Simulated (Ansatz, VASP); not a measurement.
MgO in VASP and in Ansatz

```
CELL_PARAMETERS angstrom
0.00000 2.09700 2.09700
2.09700 0.00000 2.09700
2.09700 2.09700 0.00000
ATOMIC_POSITIONS crystal
Mg 0.00000 0.00000 0.00000
O 0.50000 0.50000 0.50000
```

Alike in both runs: task single point; functional PBE; k mesh 11 × 11 × 11; occupations gaussian, width 0.024 eV; no spin polarisation.

|  | VASP | Ansatz |
| --- | --- | --- |
| version | VASP 6.6.1 | Ansatz 0.2.0 |
| potentials or method | VASP PAW PBE potentials, release 64 (Mg, O) | Ansatz PAW |
| plane-wave cutoff (eV) | 520 | 420 |
| valence electrons in the cell | 8 | 16 |

```csv
,VASP,Ansatz,Ansatz less VASP
gap on the k mesh at the Fermi level (eV),4.85,4.87,+0.016
least direct gap on the mesh (eV),4.85,4.87,+0.016
pressure (GPa),6.2,6.9,+0.73
```

VASP's potentials hold 8 valence electrons a cell and Ansatz's 16, so a difference there can come from the potentials and not from the codes.

Noted on Ansatz's run: odd divisions of the mesh miss points on the zone boundary, where band edges often lie, so the gap on the mesh can be too wide.
